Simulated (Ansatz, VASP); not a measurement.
# TaN in VASP and in Ansatz

```xyz
6
Lattice="5.2254 0.0000 0.0000 -2.6127 4.5253 0.0000 0.0000 0.0000 2.9273" Properties=species:S:1:pos:R:3 pbc="T T T"
Ta    0.0000    0.0000    0.0000
Ta    0.0000    3.0169    1.4636
Ta    2.6127    1.5084    1.4636
N     2.6127    0.0000    0.0000
N     1.3063    2.2627    0.0000
N    -1.3063    2.2627    0.0000
```

Alike in both runs: task single point; functional PBEsol; k mesh 5 × 5 × 8; no spin polarisation.

|  | VASP | Ansatz |
| --- | --- | --- |
| version | VASP 6.6.1 | Ansatz 0.2.0 |
| potentials or method | VASP PAW PBE potentials, release 64 (Ta_pv, N), cutoff 520 eV | plane waves, PAW |
| occupations | fermi-dirac, width 0.1 eV | fermi-dirac |
| valence electrons in the cell | 48 | 54 |

VASP gave:

| Property | Result |
| --- | --- |
| pressure (GPa) | -4.5 |
| traceless stress, the component that is largest in VASP (GPa) | -1.77 |

**Question.** What did Ansatz give for the same quantities?

**Answer.** Pressure (GPa): -5.3; traceless stress, the component that is largest in VASP (GPa): -1.97.

VASP's potentials were made for PBE, not for PBEsol. VASP's potentials hold 48 valence electrons a cell and Ansatz's 54, so a difference there can come from the potentials and not from the codes.

Spin-orbit coupling is off throughout.
